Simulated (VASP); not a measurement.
# CoO (R-3m) in VASP: single point with PBE

Aim: the single point of CoO with PBE.

Everything below comes from runs of VASP 6.6.1. Logs are shortened: lines on timing, memory, paths and dates and some standing lists are left out, and cuts for length are marked.

## Step 1: The cell of the first run

It takes space group R-3m (No. 166, trigonal). The conventional cell has a = 3.091 Å, b = 3.091 Å, c = 6.895 Å, α = 90.00°, β = 90.00°, γ = 120.00°. Within 3.1 Å of Co (site symmetry -3m) lie 6 O at 2.12 Å and 12 Co at 2.91 to 3.09 Å. O (site symmetry -3m) has 6 Co at 2.12 Å and 12 O at 2.91 to 3.09 Å within 3.1 Å.

## Step 2: Single point, PBE, collinear spin, ferromagnetic start

INCAR reads:

```
SYSTEM = CoO
PREC = Accurate ; ENCUT = 520
EDIFF = 1E-7 ; ISMEAR = 0
SIGMA = 0.1 ; LREAL = .False.
LASPH = .True. ; NELM = 150
ALGO = Normal ; ISIF = 2
LWAVE = .False. ; LCHARG = .True.
ISPIN = 2 ; MAGMOM = 3 1
LORBIT = 11 ; LMAXMIX = 4
GGA = PE ; LELF = .True.
LVHAR = .True. ; NBANDS = 18
```

KPOINTS reads:

```
regular mesh
0
Gamma
  18 18 18
  0 0 0
```

POSCAR reads:

```
CoO
1.0
    1.5453453031      0.8922055268      2.2984782893
   -1.5453453031      0.8922055268      2.2984782893
    0.0000000000     -1.7844110535      2.2984782893
Co O
1 1
Direct
    0.0000000000      0.0000000000      0.0000000000
    0.5000000000      0.5000000000      0.5000000000
```

Potentials or basis: VASP PAW PBE potentials, release 64 (Co, O).

Run with:

```sh
cat potpaw_PBE.64/Co/POTCAR potpaw_PBE.64/O/POTCAR > POTCAR
mpirun -np 1 vasp_std > vasp.out
```

OUTCAR:

```text
SYSTEM = CoO
   PREC = Accurate
   ENCUT = 520
   EDIFF = 1E-7
   ISMEAR = 0
   LREAL = .False.
   LASPH = .True.
   NELM = 150
   ISIF = 2
   ISPIN = 2
   LORBIT = 11
   GGA = PE

 ion  position               nearest neighbor table
   1  0.000  0.000  0.000-   2 2.12   2 2.12   2 2.12   2 2.12   2 2.12   2 2.12
   2  0.500  0.500  0.500-   1 2.12   1 2.12   1 2.12   1 2.12   1 2.12   1 2.12

  LATTYP: Found a trigonal (rhomboedric) cell.
 ALAT       =     2.9098325131
 COS(alpha) =     0.4359143076

  Lattice vectors:

 A1 = (   1.5453453031,   0.8922055268,   2.2984782893)
 A2 = (  -1.5453453031,   0.8922055268,   2.2984782893)
 A3 = (   0.0000000000,  -1.7844110535,   2.2984782893)

Analysis of symmetry for initial positions (statically):
=====================================================================
 Subroutine PRICEL returns:
 Original cell was already a primitive cell.

 Routine SETGRP: Setting up the symmetry group for a
 trigonal (rhombohedral) supercell.

 Subroutine GETGRP returns: Found 12 space group operations
 (whereof 12 operations were pure point group operations)
 out of a pool of 12 trial point group operations.

The static configuration has the point symmetry D_3d.

Analysis of symmetry for dynamics (positions and initial velocities):
=====================================================================
 Subroutine PRICEL returns:
 Original cell was already a primitive cell.

 Routine SETGRP: Setting up the symmetry group for a
 trigonal (rhombohedral) supercell.

 Subroutine GETGRP returns: Found 12 space group operations
 (whereof 12 operations were pure point group operations)
 out of a pool of 12 trial point group operations.

The dynamic configuration has the point symmetry D_3d.

Analysis of structural, dynamic, and magnetic symmetry:
=====================================================================
 Subroutine PRICEL returns:
 Original cell was already a primitive cell.

 Routine SETGRP: Setting up the symmetry group for a
 trigonal (rhombohedral) supercell.

 Subroutine GETGRP returns: Found 12 space group operations
 (whereof 12 operations were pure point group operations)
 out of a pool of 12 trial point group operations.

The overall configuration has the point symmetry D_3d.

 Subroutine INISYM returns: Found 12 space group operations
 (whereof 12 operations are pure point group operations),
 and found     1 'primitive' translations

----------------------------------------------------------------------------------------

                                     Primitive cell

  volume of cell :      19.0144

  direct lattice vectors                    reciprocal lattice vectors
     1.545345303  0.892205527  2.298478289     0.323552282  0.186802997  0.145023486
    -1.545345303  0.892205527  2.298478289    -0.323552282  0.186802997  0.145023486
     0.000000000 -1.784411053  2.298478289     0.000000000 -0.373605995  0.145023486

  length of vectors
     2.909832513  2.909832513  2.909832513     0.400765830  0.400765830  0.400765830

  position of ions in fractional coordinates (direct lattice)
     0.000000000  0.000000000  0.000000000
     0.500000000  0.500000000  0.500000000

  ion indices of the primitive-cell ions
   primitive index   ion index
                 1           1
                 2           2

----------------------------------------------------------------------------------------

 KPOINTS: regular mesh

Automatic generation of k-mesh.
 Grid dimensions read from file:
 generate k-points for:   18   18   18

 Generating k-lattice:

  Cartesian coordinates                     Fractional coordinates (reciprocal lattice)
     0.017975127  0.010377944  0.008056860     0.055555556 -0.000000000  0.000000000
    -0.017975127  0.010377944  0.008056860    -0.000000000  0.055555556  0.000000000
     0.000000000 -0.020755889  0.008056860     0.000000000  0.000000000  0.055555556

  Length of vectors
     0.022264768  0.022264768  0.022264768

  Shift w.r.t. Gamma in fractional coordinates (k-lattice)
     0.000000000  0.000000000  0.000000000

 Subroutine IBZKPT returns following result:
 ===========================================

 Found    580 irreducible k-points:

 Following reciprocal coordinates:
            Coordinates               Weight
  0.000000  0.000000  0.000000      1.000000
  0.055556  0.000000  0.000000      6.000000
  0.111111  0.000000  0.000000      6.000000
  0.166667 -0.000000  0.000000      6.000000
  0.222222  0.000000  0.000000      6.000000
  0.277778  0.000000  0.000000      6.000000
[... 16 lines left out ...]
 -0.277778  0.055556 -0.000000     12.000000
 -0.222222  0.055556 -0.000000     12.000000
 [... further k-points ...]
   k-points           NKPTS =    580   k-points in BZ     NKDIM =    580   number of bands    NBANDS=     18
   number of dos      NEDOS =    301   number of ions     NIONS =      2
   total plane-waves  NPLWV =  13824
   dimension x,y,z NGX =    24 NGY =   24 NGZ =   24
   dimension x,y,z NGXF=    48 NGYF=   48 NGZF=   48
   ions per type =               1   1
   NGX,Y,Z   is equivalent  to a cutoff of  13.71, 13.71, 13.71 a.u.
   NGXF,Y,Z  is equivalent  to a cutoff of  27.42, 27.42, 27.42 a.u.
 SYSTEM =  CoO
   PREC   = accura    normal or accurate (medium, high low for compatibility)
   ISTART =      0    job   : 0-new  1-cont  2-samecut
   ICHARG =      2    charge: 1-file 2-atom 10-const
   ISPIN  =      2    spin polarized calculation?
   LNONCOLLINEAR =      F non collinear calculations
   LSORBIT =      F    spin-orbit coupling
   LASPH  =      T    aspherical Exc in radial PAW
   ENCUT  =  520.0 eV  38.22 Ry    6.18 a.u.   5.41  5.41  5.41*2*pi/ulx,y,z
   NELM   =    150;   NELMIN=  2; NELMDL= -5     # of ELM steps
   EDIFF  = 0.1E-06   stopping-criterion for ELM
   LREAL  =      F    real-space projection
   EDIFFG = 0.1E-05   stopping-criterion for IOM
   NSW    =      0    number of steps for IOM
   IBRION =     -1    ionic relax: 0-MD 1-quasi-New 2-CG
   NFREE  =      0    steps in history (QN), initial steepest desc. (CG)
   ISIF   =      2    stress and relaxation
   ISYM   =      2    0-nonsym 1-usesym 2-fastsym
   POTIM  = 0.5000    time-step for ionic-motion
   TEBEG  =    0.0;   TEEND  =   0.0 temperature during run
   PSTRESS=    0.0 pullay stress
   NELECT =      15.0000    total number of electrons
   NUPDOWN=      -1.0000    fix difference up-down
   EMIN   =  10.00;   EMAX   =-10.00  energy-range for DOS
   EFERMI =   0.00;   METHOD = LEGACY
   ISMEAR =     0;   SIGMA  =   0.10  broadening in eV -4-tet -1-fermi 0-gaus
   EFERMI_NEDOS =   21; number of points for ismear=-14 and -15
   IALGO  =     38    algorithm
   IMIX   =      4    mixing-type and parameters
     AMIX     =   0.40;   BMIX     =  1.00
     AMIX_MAG =   1.60;   BMIX_MAG =  1.00
  volume/ion in A,a.u.               =       9.51        64.16
  Fermi-wavevector in a.u.,A,eV,Ry     =   1.512671  2.858534 31.132501  2.288174
  Thomas-Fermi vector in A             =   2.622564
   LORBIT       =     11    0 simple, 1 ext, 2 COOP (PROOUT), +10 PAW based schemes
   GGA     = PE    functional components
   LHFCALC =     F    Hartree Fock is set to
   AEXX    =    0.0000 exact exchange contribution
   IVDW    =     0    specifies the selected vdW correction
   LEPSILON=     F    determine dielectric tensor
   LRPA    =     F    only Hartree local field effects (RPA)
 spin polarized calculation
 Gauss-broadening in eV      SIGMA  =   0.10
  energy-cutoff  :      520.00
  volume of cell :       19.01
 maximum number of plane-waves:       528
 NGX is ok and might be reduce to    24
   NGX = 11   NGY = 11   NGZ = 11

 number of electron      15.0000001 magnetization       2.8453065

 Free energy of the ion-electron system (eV)
  ---------------------------------------------------
  ext. energy  EPLUGINS =         0.00000000
  ---------------------------------------------------
  free energy    TOTEN  =       -13.06403529 eV

  energy without entropy =      -13.04695116  energy(sigma->0) =      -13.05549322

 E-fermi :   8.0818     XC(G=0): -12.5086

 val. band max:        8.0816452107   @ k =   0.3889   0.3333   0.1667
 cond. band min:       8.0818304548   @ k =  -0.2778   0.2778   0.1667
 fundamental gap:      0.0001852441
 Fermi energy:         8.0817562739

 spin component 1

 k-point     1 :       0.0000    0.0000    0.0000
  band No.  band energies     occupation
      1     -12.1916      1.00000
      2       4.7455      1.00000
      3       4.7455      1.00000
      4       4.7939      1.00000
      5       4.7939      1.00000
      6       4.9679      1.00000
[... 10 lines left out ...]
     17      31.4692      0.00000
     18      33.3800      0.00000

 k-point     2 :       0.0556    0.0000    0.0000
  band No.  band energies     occupation
      1     -12.1600      1.00000
      2       4.2566      1.00000
      3       4.3208      1.00000
      4       4.6065      1.00000
      5       4.9389      1.00000
      6       5.0216      1.00000
[... 10 lines left out ...]
     17      30.9817      0.00000
     18      33.8593      0.00000

 k-point     3 :       0.1111    0.0000    0.0000
  band No.  band energies     occupation
      1     -12.0678      1.00000
      2       3.6646      1.00000
      3       3.7607      1.00000
      4       4.1490      1.00000
      5       4.9942      1.00000
      6       5.1548      1.00000
[... 412 lines left out ...]
 k-point    23 :      -0.2778    0.0556   -0.0000
  band No.  band energies     occupation
      1     -11.4483      1.00000
      2       1.1481      1.00000
      3       2.5168      1.00000
      4       2.9000      1.00000
      5       5.3461      1.00000
      6       5.6152      1.00000
[... 10 lines left out ...]
     17      34.9684      0.00000
     18      36.5331      0.00000

 k-point    24 :      -0.2222    0.0556   -0.0000
  band No.  band energies     occupation
      1     -11.6553      1.00000
      2       1.8095      1.00000
      3       2.8397      1.00000
      4       3.1964      1.00000
      5       5.2431      1.00000
      6       5.4630      1.00000
[... 10 lines left out ...]
     17      34.8993      0.00000
     18      36.3459      0.00000

 [... further k-points ...]

 spin component 2

 k-point     1 :       0.0000    0.0000    0.0000
  band No.  band energies     occupation
      1     -11.7115      1.00000
      2       5.3081      1.00000
      3       5.3081      1.00000
      4       5.9047      1.00000
      5       6.8137      1.00000
      6       6.8137      1.00000
[... 10 lines left out ...]
     17      32.4277      0.00000
     18      34.1867      0.00000

 k-point     2 :       0.0556    0.0000    0.0000
  band No.  band energies     occupation
      1     -11.6791      1.00000
      2       5.0249      1.00000
      3       5.1898      1.00000
      4       5.7499      1.00000
      5       6.8608      1.00000
      6       6.9165      1.00000
[... 10 lines left out ...]
     17      31.8716      0.00000
     18      34.6818      0.00000

 k-point     3 :       0.1111    0.0000    0.0000
  band No.  band energies     occupation
      1     -11.5845      1.00000
      2       4.3550      1.00000
      3       4.9032      1.00000
      4       5.4367      1.00000
      5       6.9680      1.00000
      6       7.0880      1.00000
[... 412 lines left out ...]
 k-point    23 :      -0.2778    0.0556   -0.0000
  band No.  band energies     occupation
      1     -10.9474      1.00000
      2       1.7421      1.00000
      3       3.7965      1.00000
      4       4.2743      1.00000
      5       7.4499      1.00000
      6       7.6619      1.00000
[... 10 lines left out ...]
     17      35.4018      0.00000
     18      37.0927      0.00000

 k-point    24 :      -0.2222    0.0556   -0.0000
  band No.  band energies     occupation
      1     -11.1607      1.00000
      2       2.4476      1.00000
      3       4.0915      1.00000
      4       4.5448      1.00000
      5       7.3220      1.00000
      6       7.5355      1.00000
[... 10 lines left out ...]
     17      35.3718      0.00000
     18      36.9731      0.00000

 [... further k-points ...]
[... 5 lines left out ...]
  --------------------------------------------------------------------------------------
  -------------------------------------------------------------------------------------
  Total       -0.0858315     -0.0858315     -0.0561846      0.0000000     -0.0000000      0.0000000
  in kB       -7.2322772     -7.2322772     -4.7341872      0.0000000     -0.0000000      0.0000000
  external PRESSURE =      -6.3995805 kB  Pullay stress =       0.0000000 kB

 VOLUME and BASIS-vectors are now :
 -----------------------------------------------------------------------------
  energy-cutoff  :      520.00
  volume of cell :       19.01
      direct lattice vectors                 reciprocal lattice vectors
     1.545345303  0.892205527  2.298478289     0.323552282  0.186802997  0.145023486
    -1.545345303  0.892205527  2.298478289    -0.323552282  0.186802997  0.145023486
     0.000000000 -1.784411053  2.298478289     0.000000000 -0.373605995  0.145023486

 POSITION                                       TOTAL-FORCE (eV/Angst)
 -----------------------------------------------------------------------------------
      0.00000      0.00000      0.00000         0.000000      0.000000      0.000000
      0.00000      0.00000      3.44772        -0.000000     -0.000000     -0.000000
 -----------------------------------------------------------------------------------
    total drift:                               -0.000000      0.000000     -0.000000

  FREE ENERGIE OF THE ION-ELECTRON SYSTEM (eV)
  ---------------------------------------------------
  free  energy   TOTEN  =       -13.0640352868 eV

  energy  without entropy=      -13.0469511559  energy(sigma->0) =      -13.05549322

 total charge

# of ion       s       p       d       tot
------------------------------------------
    1        0.299   0.365   7.154   7.818
    2        1.557   3.426   0.000   4.983
--------------------------------------------------
tot          1.856   3.791   7.154  12.801

 magnetization (x)

# of ion       s       p       d       tot
------------------------------------------
    1        0.020   0.018   2.474   2.512
    2        0.029   0.256   0.000   0.285
--------------------------------------------------
tot          0.048   0.274   2.474   2.797
```

Wall time 7.2 min (1 thread of Intel Xeon Platinum 8259CL at 2.50GHz (Skylake/Cascade Lake), shared host); peak memory 0.4 GiB.

Results:

```yaml
Free_energy: -13.0640 eV
Pressure: -0.6 GPa
Net_moment: 2.85 μB per cell
Site_moments: Co +2.51; O +0.28 μB
Valence_electrons_inside_the_program's_atomic_spheres: Co 7.82; O 4.98
```

Stress tensor (GPa, compression positive):
```
-0.72  0.00  0.00
 0.00 -0.72  0.00
 0.00  0.00 -0.47
```

Levels at points of the mesh, in eV from the Fermi level:
Spin up:
| k point | band 7 | band 8 | band 9 | band 10 | band 11 | band 12 |
| --- | --- | --- | --- | --- | --- | --- |
| (0.00, 0.00, 0.00) | -3.11 | -2.77 | -2.76 | 1.12 | 16.83 | 17.50 |
| (0.50, 0.00, 0.00) | -1.77 | 0.05 | 0.20 | 5.30 | 9.17 | 13.48 |
| (0.50, 0.50, 0.00) | -2.39 | -2.05 | -2.00 | 6.01 | 9.86 | 11.95 |
| (0.50, 0.50, 0.50) | -1.48 | 0.26 | 0.26 | 4.66 | 10.62 | 12.31 |
Spin down:
```
           k point  band 3  band 4  band 5  band 6  band 7  band 8  band 9  band 10
(0.00, 0.00, 0.00)   -2.77   -2.18   -1.27   -1.27   -0.95    0.07    0.07     1.68
(0.50, 0.00, 0.00)   -4.80   -4.22   -0.35   -0.29    0.35    2.57    2.76     5.57
(0.50, 0.50, 0.00)   -4.20   -3.47   -2.28    0.07    0.11    0.58    0.97     6.86
(0.50, 0.50, 0.50)   -5.08   -5.08    0.05    0.05    0.31    2.85    2.85     4.93
```

Caveat: a cell with one magnetic atom can't hold antiferromagnetic order, which such compounds often take; semilocal functionals often make such compounds metallic where correlation or magnetic order opens a gap, which also shifts bond lengths. With open d or f shells a metallic result of PBE can be an artefact of self-interaction; +U or a hybrid may open a gap.
